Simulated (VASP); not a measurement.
# VN (Fm-3m) in VASP: a series of runs

VN is run at these levels: PBE; tasks: relaxation of the atoms.

All numbers are computed with VASP 6.6.1; they aren't measurements. Logs are shortened: lines on timing, memory, paths and dates and some standing lists are left out, and cuts for length are marked.

## 1. The cell of the first run

The structure is cubic, space group Fm-3m (No. 225). The conventional cell has a = 4.209 Å, b = 4.209 Å, c = 4.209 Å, α = 90.00°, β = 90.00°, γ = 90.00°. Within 2.8 Å of V (site symmetry m-3m) lie 6 N at 2.10 Å. Within 2.8 Å of N (site symmetry m-3m) lie 6 V at 2.10 Å.

## 2. Relaxation of the atoms, PBE, collinear spin, ferromagnetic start (9.32 Å³/atom)

Contents of INCAR:

```
PREC = Accurate ; ENCUT = 520
EDIFF = 1E-7 ; ISMEAR = -1
SIGMA = 0.05 ; LREAL = False
LASPH = True ; NELM = 200
ALGO = Normal ; ISIF = 2
LWAVE = False ; LCHARG = False
ISPIN = 2 ; MAGMOM = 2 0
LORBIT = 11 ; LMAXMIX = 4
GGA = PE ; IBRION = 2
NSW = 80 ; EDIFFG = -0.02
GGA_COMPAT = False ; NELMIN = 4
KPAR = 4
```

Contents of KPOINTS:

```
regular mesh
0
Gamma
  19 19 19
```

Contents of POSCAR:

```
VN
1.0
    0.0000000000      2.1044808655      2.1044808655
    2.1044808655      0.0000000000      2.1044808655
    2.1044808655      2.1044808655      0.0000000000
V N
1 1
Direct
    0.0000000000      0.0000000000      0.0000000000
    0.5000000000      0.5000000000      0.5000000000
```

Potentials or basis: VASP PAW PBE potentials, release 64 (V_sv, N).

The run is started by

```console
cat potpaw_PBE.64/V_sv/POTCAR potpaw_PBE.64/N/POTCAR > POTCAR
mpirun -np 4 vasp_std > vasp.out
```

OUTCAR:

```text
PREC = Accurate
   ENCUT = 520
   EDIFF = 1E-7
   ISMEAR = -1
   LREAL = False
   LASPH = True
   NELM = 200
   ISIF = 2
   ISPIN = 2
   LORBIT = 11
   GGA = PE
   IBRION = 2
   NSW = 80
   EDIFFG = -0.02
   NELMIN = 4

 ion  position               nearest neighbor table
   1  0.000  0.000  0.000-   2 2.10   2 2.10   2 2.10   2 2.10   2 2.10   2 2.10
   2  0.500  0.500  0.500-   1 2.10   1 2.10   1 2.10   1 2.10   1 2.10   1 2.10

  LATTYP: Found a face centered cubic cell.
 ALAT       =     4.2089617310

  Lattice vectors:

 A1 = (   0.0000000000,   2.1044808655,   2.1044808655)
 A2 = (   2.1044808655,   0.0000000000,   2.1044808655)
 A3 = (   2.1044808655,   2.1044808655,   0.0000000000)

Analysis of symmetry for initial positions (statically):
=====================================================================
 Subroutine PRICEL returns:
 Original cell was already a primitive cell.

 Routine SETGRP: Setting up the symmetry group for a
 face centered cubic supercell.

 Subroutine GETGRP returns: Found 48 space group operations
 (whereof 48 operations were pure point group operations)
 out of a pool of 48 trial point group operations.

The static configuration has the point symmetry O_h .

Analysis of symmetry for dynamics (positions and initial velocities):
=====================================================================
 Subroutine PRICEL returns:
 Original cell was already a primitive cell.

 Routine SETGRP: Setting up the symmetry group for a
 face centered cubic supercell.

 Subroutine GETGRP returns: Found 48 space group operations
 (whereof 48 operations were pure point group operations)
 out of a pool of 48 trial point group operations.

The dynamic configuration has the point symmetry O_h .

Analysis of structural, dynamic, and magnetic symmetry:
=====================================================================
 Subroutine PRICEL returns:
 Original cell was already a primitive cell.

 Routine SETGRP: Setting up the symmetry group for a
 face centered cubic supercell.

 Subroutine GETGRP returns: Found 48 space group operations
 (whereof 48 operations were pure point group operations)
 out of a pool of 48 trial point group operations.

The overall configuration has the point symmetry O_h .

 Subroutine INISYM returns: Found 48 space group operations
 (whereof 48 operations are pure point group operations),
 and found     1 'primitive' translations

----------------------------------------------------------------------------------------

                                     Primitive cell

  volume of cell :      18.6408
[... 134 lines left out ...]
  free energy    TOTEN  =       -19.24236735 eV

  energy without entropy =      -19.22611250  energy(sigma->0) =      -19.23423992

 E-fermi :  11.0176     XC(G=0): -13.2406

 val. band max:       11.0143365696   @ k =  -0.2632   0.4211   0.1579
 cond. band min:      11.0183643255   @ k =   0.3158   0.0526   0.0000
 fundamental gap:      0.0040277559
 Fermi energy:        11.0175935177

 spin component 1

 k-point     1 :       0.0000    0.0000    0.0000
  band No.  band energies     occupation
      1     -54.4087      1.00000
      2     -28.0719      1.00000
      3     -28.0719      1.00000
      4     -28.0719      1.00000
      5      -6.4489      1.00000
      6       8.9326      1.00000
      7       8.9326      1.00000
      8       8.9326      1.00000
      9       9.6326      1.00000
     10       9.6326      1.00000
     11       9.6326      1.00000
     12      10.5971      0.99978
     13      10.5971      0.99978
     14      16.3077      0.00000
[... 379 lines left out ...]
      3     -28.1070      1.00000
      4     -28.0901      1.00000
      5      -5.1507      1.00000
      6       4.7058      1.00000
      7       6.1104      1.00000
      8       6.3377      1.00000
      9      10.5930      0.99979
     10      10.8266      0.97853
     11      11.3312      0.00188
     12      13.5839      0.00000
     13      14.4189      0.00000
     14      18.3989      0.00000

 [... further k-points ...]

 spin component 2

 k-point     1 :       0.0000    0.0000    0.0000
  band No.  band energies     occupation
      1     -54.4080      1.00000
      2     -28.0712      1.00000
      3     -28.0712      1.00000
      4     -28.0712      1.00000
      5      -6.4489      1.00000
      6       8.9324      1.00000
      7       8.9324      1.00000
      8       8.9324      1.00000
      9       9.6333      1.00000
     10       9.6333      1.00000
     11       9.6333      1.00000
     12      10.5976      0.99978
     13      10.5976      0.99978
     14      16.3078      0.00000
[... 379 lines left out ...]
      3     -28.1062      1.00000
      4     -28.0894      1.00000
      5      -5.1508      1.00000
      6       4.7059      1.00000
      7       6.1105      1.00000
      8       6.3379      1.00000
      9      10.5938      0.99979
     10      10.8273      0.97825
     11      11.3318      0.00186
     12      13.5842      0.00000
     13      14.4191      0.00000
     14      18.3990      0.00000

 [... further k-points ...]
[... 5 lines left out ...]
  --------------------------------------------------------------------------------------
  -------------------------------------------------------------------------------------
  Total       -2.0291133     -2.0291133     -2.0291133      0.0000000     -0.0000000     -0.0000000
  in kB     -174.4021896   -174.4021896   -174.4021896      0.0000000     -0.0000000     -0.0000000
  external PRESSURE =    -174.4021896 kB  Pullay stress =       0.0000000 kB

 VOLUME and BASIS-vectors are now :
 -----------------------------------------------------------------------------
  energy-cutoff  :      520.00
  volume of cell :       18.64
      direct lattice vectors                 reciprocal lattice vectors
     0.000000000  2.104480865  2.104480865    -0.237588285  0.237588285  0.237588285
     2.104480865  0.000000000  2.104480865     0.237588285 -0.237588285  0.237588285
     2.104480865  2.104480865  0.000000000     0.237588285  0.237588285 -0.237588285

 POSITION                                       TOTAL-FORCE (eV/Angst)
 -----------------------------------------------------------------------------------
      0.00000      0.00000      0.00000         0.000000     -0.000000     -0.000000
      2.10448      2.10448      2.10448        -0.000000      0.000000      0.000000
 -----------------------------------------------------------------------------------
    total drift:                                0.000000     -0.000000     -0.000000

  FREE ENERGIE OF THE ION-ELECTRON SYSTEM (eV)
  ---------------------------------------------------
  free  energy   TOTEN  =       -19.2423673510 eV

  energy  without entropy=      -19.2261124961  energy(sigma->0) =      -19.23423992

 reached required accuracy - stopping structural energy minimisation

 total charge

# of ion       s       p       d       tot
------------------------------------------
    1        2.222   6.242   3.069  11.533
    2        1.242   2.471   0.000   3.713
--------------------------------------------------
tot          3.464   8.713   3.069  15.246

 magnetization (x)

# of ion       s       p       d       tot
------------------------------------------
    1        0.000   0.000   0.001   0.001
    2       -0.000  -0.000   0.000  -0.000
--------------------------------------------------
tot          0.000  -0.000   0.001   0.001
```

CONTCAR:

```text
VN
   1.00000000000000
     0.0000000000000000    2.1044808654999998    2.1044808654999998
     2.1044808654999998    0.0000000000000000    2.1044808654999998
     2.1044808654999998    2.1044808654999998    0.0000000000000000
  V               N
     1     1
Direct
     0.0000000000000000    0.0000000000000000    0.0000000000000000
     0.5000000000000000    0.5000000000000000    0.5000000000000000

  0.00000000E+00  0.00000000E+00  0.00000000E+00
  0.00000000E+00  0.00000000E+00  0.00000000E+00
```

It took 31 s on 4 MPI ranks of Intel Xeon Platinum 8259CL at 2.50GHz (Skylake/Cascade Lake), shared host; peak memory 0.21 GiB.

What came out:

| Quantity | Value |
| --- | --- |
| Free energy | -19.2424 eV |
| Pressure after relaxing | -17.4 GPa |
| Band gap on the k mesh | zero (filled and empty bands overlap) |
| Net moment | 0.00 μB per cell |
| Valence electrons inside the program's atomic spheres | V 11.53; N 3.71 |

Final structure:
```xyz
2
Lattice="0.0000 2.1045 2.1045 2.1045 0.0000 2.1045 2.1045 2.1045 0.0000" Properties=species:S:1:pos:R:3 pbc="T T T"
V     0.0000    0.0000    0.0000
N     2.1045    2.1045    2.1045
```

Levels at points of the mesh, in eV from the Fermi level:
Spin up:
```tsv
k point	band 6	band 7	band 8	band 9	band 10	band 11	band 12	band 13
(0.00, 0.00, 0.00)	-2.08	-2.08	-2.08	-1.38	-1.38	-1.38	-0.42	-0.42
```
Spin down:
| k point | band 6 | band 7 | band 8 | band 9 | band 10 | band 11 | band 12 | band 13 |
| --- | --- | --- | --- | --- | --- | --- | --- | --- |
| (0.00, 0.00, 0.00) | -2.09 | -2.09 | -2.09 | -1.38 | -1.38 | -1.38 | -0.42 | -0.42 |

Caveat: the relaxation stopped at its first step, so nothing moved. With open d or f shells a metallic result of PBE can be an artefact of self-interaction; +U or a hybrid may open a gap.

[end of part 1 of 2]
